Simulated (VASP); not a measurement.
# Be: single point with PBE

The system is Be.

```xyz
2
Lattice="-1.9547 1.9547 1.0663 1.9547 -1.9547 1.0663 1.9547 1.9547 -1.0663" Properties=species:S:1:pos:R:3 pbc="T T T"
Be    0.0000    0.0000    0.0000
Be    0.0000    1.9547    0.5332
```

| Quantity | Value |
| --- | --- |
| Program | VASP 6.6.1 |
| Task | single point |
| Functional | PBE |
| Potentials or basis | VASP PAW PBE potentials, release 64 (Be) |
| Cutoff | 520 eV |
| k mesh | 10 × 10 × 10 |
| Occupations | gaussian, width 0.1 eV |
| Spin | no spin polarisation |
| Dipole correction | no |
| Further INCAR settings | ALGO = Fast; EDIFF = 1e-06; NBANDS = 9 |

```json
{
 "Pressure": "13.3 GPa",
 "Band gap on the k mesh": "zero (band 2 reaches 10.77 eV, above the bottom of band 3 at 5.85 eV)"
}
```

Stress tensor (GPa, compression positive):
```
20.38  0.00  0.00
 0.00 20.38  0.00
 0.00  0.00 -0.77
```

Levels at points of the mesh, in eV from the Fermi level:
```tsv
k point	band 1	band 2	band 3	band 4	band 5
(0.00, 0.00, 0.00)	-11.35	1.23	1.23	7.54	10.31
(0.50, 0.00, 0.00)	-4.68	-1.50	2.61	2.99	6.98
(0.50, 0.50, 0.00)	-7.67	-7.67	5.86	5.86	12.03
(0.50, 0.50, 0.50)	-5.72	-5.72	-1.10	-1.10	14.69
```

It took 12 s on 1 thread of Intel(R) Xeon(R) Platinum 8259CL CPU @ 2.50GHz (Skylake/Cascade Lake) (shared host), peak memory 0.13 GiB.
